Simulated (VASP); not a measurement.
# CoO (R3m) in VASP: relaxation of cell and atoms with PBEsol

Aim: the relaxation of cell and atoms of CoO with PBEsol.

Program: VASP 6.6.1. These are calculated values, not measurements. Logs are shortened: lines on timing, memory, paths and dates and some standing lists are left out, and cuts for length are marked.

### Step 1. The cell of the first run

Symmetry: R3m, No. 160, trigonal system. Conventional cell: a = 3.204 Å, b = 3.204 Å, c = 7.699 Å, α = 90.00°, β = 90.00°, γ = 120.00°. Co (site symmetry 3m) has 4 O at 1.91 to 1.96 Å within 2.5 Å. Within 2.5 Å of O (site symmetry 3m) lie 4 Co at 1.91 to 1.96 Å.

### Step 2. Relaxation of cell and atoms, PBEsol, collinear spin, antiferromagnetic start

INCAR

```
SYSTEM = CoO
  PREC = Accurate
  ENCUT = 600
  EDIFF = 1E-7
  ISMEAR = 0
  SIGMA = 0.1
  LREAL = .FALSE.
  LASPH = .TRUE.
  NELM = 150
  ALGO = Normal
  ISIF = 3
  LWAVE = .FALSE.
  LCHARG = .FALSE.
  ISPIN = 2
  MAGMOM = -2.21 2.21 -0.16 0.16
  LORBIT = 11
  LMAXMIX = 4
  GGA = PS
  IBRION = 2
  NSW = 100
  EDIFFG = -0.05
```

KPOINTS

```
Automatic mesh
0
G
  6 6 6
  0 0 0
```

POSCAR

```
CoO
1.0
    1.6022198417      0.9250420569      5.1329417806
   -1.6022198417      0.9250420569      5.1329417806
    0.0000000000     -1.8500841138      5.1329417806
Co O
2 2
Direct
    0.9994877300      0.9994877300      0.9994877300
    0.4994905900      0.4994905900      0.4994905900
    0.3754955300      0.3754955300      0.3754955300
    0.8755255000      0.8755255000      0.8755255000
```

Potentials or basis: VASP PAW PBE potentials, release 64 (Co, O).

The run is started by

```
cat potpaw_PBE.64/Co/POTCAR potpaw_PBE.64/O/POTCAR > POTCAR
mpirun -np 1 vasp_std > vasp.out
```

OUTCAR:

```text
SYSTEM = CoO
   PREC = Accurate
   ENCUT = 600
   EDIFF = 1E-7
   ISMEAR = 0
   LREAL = .FALSE.
   LASPH = .TRUE.
   NELM = 150
   ISIF = 3
   ISPIN = 2
   LORBIT = 11
   GGA = PS
   IBRION = 2
   NSW = 100
   EDIFFG = -0.05

 ion  position               nearest neighbor table
   1  0.999  0.999  0.999-   4 1.91   3 1.96   3 1.96   3 1.96
   2  0.499  0.499  0.499-   3 1.91   4 1.96   4 1.96   4 1.96
   3  0.375  0.375  0.375-   2 1.91   1 1.96   1 1.96   1 1.96
   4  0.876  0.876  0.876-   1 1.91   2 1.96   2 1.96   2 1.96

  LATTYP: Found a trigonal (rhomboedric) cell.
 ALAT       =     5.4561802162
 COS(alpha) =     0.8275366594

  Lattice vectors:

 A1 = (   1.6022198417,   0.9250420569,   5.1329417806)
 A2 = (  -1.6022198417,   0.9250420569,   5.1329417806)
 A3 = (   0.0000000000,  -1.8500841138,   5.1329417806)

Analysis of symmetry for initial positions (statically):
=====================================================================
 Subroutine PRICEL returns:
 Original cell was already a primitive cell.

 Routine SETGRP: Setting up the symmetry group for a
 trigonal (rhombohedral) supercell.

 Subroutine GETGRP returns: Found  6 space group operations
 (whereof  6 operations were pure point group operations)
 out of a pool of 12 trial point group operations.

The static configuration has the point symmetry C_3v.

Analysis of symmetry for dynamics (positions and initial velocities):
=====================================================================
 Subroutine PRICEL returns:
 Original cell was already a primitive cell.

 Routine SETGRP: Setting up the symmetry group for a
 trigonal (rhombohedral) supercell.

 Subroutine GETGRP returns: Found  6 space group operations
 (whereof  6 operations were pure point group operations)
 out of a pool of 12 trial point group operations.

The dynamic configuration has the point symmetry C_3v.

Analysis of structural, dynamic, and magnetic symmetry:
=====================================================================
 Subroutine PRICEL returns:
 Original cell was already a primitive cell.

 Routine SETGRP: Setting up the symmetry group for a
 trigonal (rhombohedral) supercell.

 Subroutine GETGRP returns: Found  6 space group operations
 (whereof  6 operations were pure point group operations)
 out of a pool of 12 trial point group operations.

The overall configuration has the point symmetry C_3v.

 Subroutine INISYM returns: Found  6 space group operations
 (whereof  6 operations are pure point group operations),
 and found     1 'primitive' translations

----------------------------------------------------------------------------------------

                                     Primitive cell

  volume of cell :      45.6458

  direct lattice vectors                    reciprocal lattice vectors
     1.602219842  0.925042057  5.132941781     0.312067038  0.180171988  0.064940018
    -1.602219842  0.925042057  5.132941781    -0.312067038  0.180171988  0.064940018
     0.000000000 -1.850084114  5.132941781     0.000000000 -0.360343977  0.064940018

  length of vectors
     5.456180216  5.456180216  5.456180216     0.366148860  0.366148860  0.366148860

  position of ions in fractional coordinates (direct lattice)
     0.999487730  0.999487730  0.999487730
     0.499490590  0.499490590  0.499490590
     0.375495530  0.375495530  0.375495530
     0.875525500  0.875525500  0.875525500

  ion indices of the primitive-cell ions
   primitive index   ion index
                 1           1
                 2           2
                 3           3
                 4           4

----------------------------------------------------------------------------------------

 KPOINTS: Automatic mesh

Automatic generation of k-mesh.
 Grid dimensions read from file:
 generate k-points for:    6    6    6

 Generating k-lattice:

  Cartesian coordinates                     Fractional coordinates (reciprocal lattice)
     0.052011173  0.030028665  0.010823336     0.166666667 -0.000000000  0.000000000
    -0.052011173  0.030028665  0.010823336    -0.000000000  0.166666667  0.000000000
     0.000000000 -0.060057329  0.010823336     0.000000000  0.000000000  0.166666667

  Length of vectors
     0.061024810  0.061024810  0.061024810

  Shift w.r.t. Gamma in fractional coordinates (k-lattice)
     0.000000000  0.000000000  0.000000000

 Subroutine IBZKPT returns following result:
 ===========================================

 Found     32 irreducible k-points:

 Following reciprocal coordinates:
            Coordinates               Weight
  0.000000  0.000000  0.000000      1.000000
  0.166667  0.000000  0.000000      6.000000
  0.333333  0.000000  0.000000      6.000000
  0.500000 -0.000000  0.000000      3.000000
  0.166667  0.166667  0.000000      6.000000
  0.333333  0.166667  0.000000     12.000000
[... 16 lines left out ...]
  0.500000  0.500000  0.166667      6.000000
 -0.333333  0.500000  0.166667     12.000000
 [... further k-points ...]
   k-points           NKPTS =     32   k-points in BZ     NKDIM =     32   number of bands    NBANDS=     19
   number of dos      NEDOS =    301   number of ions     NIONS =      4
   total plane-waves  NPLWV = 110592
   dimension x,y,z NGX =    48 NGY =   48 NGZ =   48
   dimension x,y,z NGXF=    96 NGYF=   96 NGZF=   96
   ions per type =               2   2
   NGX,Y,Z   is equivalent  to a cutoff of  14.63, 14.63, 14.63 a.u.
   NGXF,Y,Z  is equivalent  to a cutoff of  29.25, 29.25, 29.25 a.u.
 SYSTEM =  CoO
   PREC   = accura    normal or accurate (medium, high low for compatibility)
   ISTART =      0    job   : 0-new  1-cont  2-samecut
   ICHARG =      2    charge: 1-file 2-atom 10-const
   ISPIN  =      2    spin polarized calculation?
   LNONCOLLINEAR =      F non collinear calculations
   LSORBIT =      F    spin-orbit coupling
   LASPH  =      T    aspherical Exc in radial PAW
   ENCUT  =  600.0 eV  44.10 Ry    6.64 a.u.  10.90 10.90 10.90*2*pi/ulx,y,z
   NELM   =    150;   NELMIN=  2; NELMDL= -5     # of ELM steps
   EDIFF  = 0.1E-06   stopping-criterion for ELM
   LREAL  =      F    real-space projection
   EDIFFG = -.5E-01   stopping-criterion for IOM
   NSW    =    100    number of steps for IOM
   IBRION =      2    ionic relax: 0-MD 1-quasi-New 2-CG
   NFREE  =      1    steps in history (QN), initial steepest desc. (CG)
   ISIF   =      3    stress and relaxation
   ISYM   =      2    0-nonsym 1-usesym 2-fastsym
   POTIM  = 0.5000    time-step for ionic-motion
   TEBEG  =    0.0;   TEEND  =   0.0 temperature during run
   PSTRESS=    0.0 pullay stress
   NELECT =      30.0000    total number of electrons
   NUPDOWN=      -1.0000    fix difference up-down
   EMIN   =  10.00;   EMAX   =-10.00  energy-range for DOS
   EFERMI =   0.00;   METHOD = LEGACY
   ISMEAR =     0;   SIGMA  =   0.10  broadening in eV -4-tet -1-fermi 0-gaus
   EFERMI_NEDOS =   21; number of points for ismear=-14 and -15
   IALGO  =     38    algorithm
   IMIX   =      4    mixing-type and parameters
     AMIX     =   0.40;   BMIX     =  1.00
     AMIX_MAG =   1.60;   BMIX_MAG =  1.00
  volume/ion in A,a.u.               =      11.41        77.01
  Fermi-wavevector in a.u.,A,eV,Ry     =   1.423360  2.689761 27.564786  2.025955
  Thomas-Fermi vector in A             =   2.543966
   LORBIT       =     11    0 simple, 1 ext, 2 COOP (PROOUT), +10 PAW based schemes
   GGA     = PS    functional components
   LHFCALC =     F    Hartree Fock is set to
   AEXX    =    0.0000 exact exchange contribution
   IVDW    =     0    specifies the selected vdW correction
   LEPSILON=     F    determine dielectric tensor
   LRPA    =     F    only Hartree local field effects (RPA)
 conjugate gradient relaxation of ions
 spin polarized calculation
 Gauss-broadening in eV      SIGMA  =   0.10
  energy-cutoff  :      600.00
  volume of cell :       45.65
 maximum number of plane-waves:      1541
 NGX is ok and might be reduce to    48
   NGX = 21   NGY = 21   NGZ = 21

--------------------------------------- Ionic step        1  -------------------------------------------

 number of electron      30.0000000 magnetization      -0.0000630

 number of electron      30.0000000 magnetization       0.0001207

 Free energy of the ion-electron system (eV)
  ---------------------------------------------------
  ext. energy  EPLUGINS =         0.00000000
  ---------------------------------------------------
  free energy    TOTEN  =       -28.57343457 eV

  energy without entropy =      -28.56303533  energy(sigma->0) =      -28.56823495

------------------------ aborting loop because EDIFF is reached ----------------------------------------

  FORCE on cell =-STRESS in cart. coord.  units (eV):
  Direction    XX          YY          ZZ          XY          YZ          ZX
  --------------------------------------------------------------------------------------
  -------------------------------------------------------------------------------------
  Total       -2.7219027     -2.7219027     -3.2815648     -0.0000000      0.0000000      0.0000000
  in kB      -95.5392882    -95.5392882   -115.1835333     -0.0000000      0.0000000      0.0000000
  external PRESSURE =    -102.0873699 kB  Pullay stress =       0.0000000 kB
[... 181 lines left out ...]
  energy  without entropy=      -28.6778090253  energy(sigma->0) =      -28.68719148

--------------------------------------- Ionic step        6  -------------------------------------------

 number of electron      30.0000001 magnetization       0.0014271

 Free energy of the ion-electron system (eV)
  ---------------------------------------------------
  ext. energy  EPLUGINS =         0.00000000
  ---------------------------------------------------
  free energy    TOTEN  =       -28.69751774 eV

  energy without entropy =      -28.67889599  energy(sigma->0) =      -28.68820687

 E-fermi :   7.1288     XC(G=0): -11.9575

 val. band max:        7.0796554088   @ k =   0.0000   0.0000   0.0000
 cond. band min:       7.1319266803   @ k =  -0.3333   0.5000   0.1667
 fundamental gap:      0.0522712715
 Fermi energy:         7.1288442525

 spin component 1

 k-point     1 :       0.0000    0.0000    0.0000
  band No.  band energies     occupation
      1     -13.6012      1.00000
      2     -12.7593      1.00000
      3      -0.5441      1.00000
      4       0.4819      1.00000
      5       0.4819      1.00000
      6       0.6111      1.00000
[... 11 lines left out ...]
     18       9.0634      0.00000
     19       9.0634      0.00000
[... 489 lines left out ...]
      3      -0.5351      1.00000
      4      -0.3458      1.00000
      5       0.7290      1.00000
      6       1.0060      1.00000
[... 11 lines left out ...]
     18       8.0637      0.00000
     19      13.0599      0.00000

 [... further k-points ...]

 spin component 2

 k-point     1 :       0.0000    0.0000    0.0000
  band No.  band energies     occupation
      1     -13.6014      1.00000
      2     -12.7586      1.00000
      3      -0.5441      1.00000
      4       0.4809      1.00000
      5       0.4809      1.00000
      6       0.6117      1.00000
[... 11 lines left out ...]
     18       9.0633      0.00000
     19       9.0633      0.00000
[... 489 lines left out ...]
      3      -0.5354      1.00000
      4      -0.3453      1.00000
      5       0.7285      1.00000
      6       1.0064      1.00000
[... 11 lines left out ...]
     18       8.0641      0.00000
     19      13.0608      0.00000

 [... further k-points ...]

------------------------ aborting loop because EDIFF is reached ----------------------------------------

  FORCE on cell =-STRESS in cart. coord.  units (eV):
  Direction    XX          YY          ZZ          XY          YZ          ZX
  --------------------------------------------------------------------------------------
  -------------------------------------------------------------------------------------
  Total        0.1016332      0.1016332     -0.1690756      0.0000000      0.0000000      0.0000000
  in kB        3.8767842      3.8767842     -6.4493614      0.0000000      0.0000000      0.0000000
  external PRESSURE =       0.4347357 kB  Pullay stress =       0.0000000 kB
[... 19 lines left out ...]
  FREE ENERGIE OF THE ION-ELECTRON SYSTEM (eV)
  ---------------------------------------------------
  free  energy   TOTEN  =       -28.6975177435 eV

  energy  without entropy=      -28.6788959895  energy(sigma->0) =      -28.68820687

 reached required accuracy - stopping structural energy minimisation

 total charge

# of ion       s       p       d       tot
------------------------------------------
    1        0.379   0.525   7.297   8.201
    2        0.379   0.525   7.297   8.201
    3        1.546   3.445   0.000   4.991
    4        1.546   3.445   0.000   4.990
--------------------------------------------------
tot          3.850   7.939  14.595  26.383

 magnetization (x)

# of ion       s       p       d       tot
------------------------------------------
    1       -0.007  -0.044  -1.906  -1.958
    2        0.007   0.044   1.907   1.959
    3       -0.011  -0.119   0.000  -0.130
    4        0.011   0.119   0.000   0.130
--------------------------------------------------
tot          0.000   0.000   0.001   0.001
```

Wall time 10 min (1 thread of AMD EPYC 9R45 (Zen 5), shared host); peak memory 0.41 GiB.

What came out:

```yaml
Free_energy: -28.6975 eV
Relaxed_volume: 10.50 Å³/atom
Relaxed_cell: a = 5.290 Å, b = 5.290 Å, c = 5.290 Å, α = 34.33°, β = 34.33°, γ = 34.33°
Space_group_after_relaxing_to_0.1_Å: F-43m (No. 216)
Energy_gained_by_relaxing: 31.0 meV/atom
Ionic_steps: 6
Pressure_after_relaxing: 0.0 GPa
Largest_force_after_relaxing: 0.019 eV/Å
Band_gap_on_the_k_mesh: zero (filled and empty bands overlap)
Net_moment: 0.00 μB per cell
Site_moments: Co -1.96, +1.96; O -0.13, +0.13 μB
Valence_electrons_inside_the_program's_atomic_spheres: Co 8.20; O 4.99
```

Forces in eV/Å, atoms in the order of the input:
```
Co   0.000  0.000  0.019
Co   0.000  0.000  0.018
O    0.000  0.000 -0.019
O    0.000  0.000 -0.018
```

Step by step:
| step | energy change (eV) | largest force (eV/Å) | pressure (GPa) | volume (Å³) |
| --- | --- | --- | --- | --- |
| 1 | 0.0000 | 0.1002 | -10.21 | 45.65 |
| 2 | -0.1021 | 0.3606 | 4.53 | 41.01 |
| 3 | -0.1197 | 0.2034 | -0.20 | 42.20 |
| 4 | -0.1230 | 0.0079 | -0.02 | 42.01 |
| 5 | -0.1231 | 0.0214 | -0.03 | 42.04 |
| 6 | -0.1241 | 0.0188 | 0.04 | 42.00 |

Final structure:
```xyz
4
Lattice="1.5614 0.9015 4.9733 -1.5614 0.9015 4.9733 0.0000 -1.8030 4.9733" Properties=species:S:1:pos:R:3 pbc="T T T"
Co    0.0000    0.0000   14.9190
Co    0.0000    0.0000    7.4589
O     0.0000    0.0000    5.5958
O     0.0000    0.0000   13.0558
```

Caveat: the k points lie up to 0.39 Å⁻¹ apart in the final cell; the PAW data sets were made with another functional, which shifts forces and pressure a little; semilocal functionals often make such compounds metallic where correlation or magnetic order opens a gap, which also shifts bond lengths. With open d or f shells a metallic result of PBEsol can be an artefact of self-interaction; +U or a hybrid may open a gap.

The gap in the log of VASP goes by the Fermi energy; the results here count the filled bands.